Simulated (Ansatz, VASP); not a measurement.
**Ge in VASP and in Ansatz**

The input INCAR:

```
  PREC = Accurate
  ENCUT = 520
  EDIFF = 1E-6
  ISMEAR = 1
  SIGMA = 0.1
  LREAL = False
  LASPH = True
  NELM = 100
  ALGO = Normal
  ISIF = 2
  LWAVE = False
  LCHARG = False
  GGA = PS
  NBANDS = 21
```

Contents of KPOINTS:

```
Automatic mesh
0
Gamma
  8 8 6
```

Contents of POSCAR:

```
Ge
1.0
   -2.5771700000      2.7232100000      1.4254800000
    2.5399200000     -2.7117800000      1.3358000000
    2.4847100000      2.6193100000     -1.4044200000
Ge
2
Direct
    0.2552917898      0.7627302071      0.5049727762
    0.5008400000      0.4981200000      0.0065300000
```

Input for Ansatz:

```yaml
crystal:
  lattice:
    - [-2.57717, 2.72321, 1.42548]
    - [2.53992, -2.71178, 1.3358]
    - [2.48471, 2.61931, -1.40442]
  atoms:
    - { symbol: Ge, position: [0.2552917897886977, 0.762730207062878, 0.5049727761656664] }
    - { symbol: Ge, position: [0.50084, 0.49812, 0.00653] }
basis:
  ecutwfc: 540.0
  xc_grid: 2
kpoints:
  mp_grid:
    grid: [8, 8, 6]
hamiltonian:
  xc: pbesol
scf:
  max_iter: 65
  convergence:
    dr2_threshold: 1.0e-09
  occupations:
    method: cold
    width: 0.1
output:
  forces: true
  stress: true
```

Alike in both runs: task single point; functional PBEsol; k mesh 8 × 8 × 6; no spin polarisation.

|  | VASP | Ansatz |
| --- | --- | --- |
| version | VASP 6.6.1 | Ansatz 0.2.0 |
| potentials or method | VASP PAW PBE potentials, release 64 (Ge_d), cutoff 520 eV | plane waves, PAW |
| occupations | methfessel-paxton of order 1, width 0.1 eV | cold, width 0.1 eV |
| valence electrons in the cell | 28 | 28 |

```csv
,VASP,Ansatz,Ansatz less VASP
pressure (GPa),-0.2,-0.2,+0.08
"traceless stress, the component that is largest in VASP (GPa)",-6.93,-6.99,-0.065
rms of the force components (eV/Å),0.171,0.171,-0.0008
```

VASP's potentials were made for PBE, not for PBEsol. Atom by atom the forces differ by 0.001 eV/Å (rms over components). Ansatz's warnings: stress scf threshold loose.
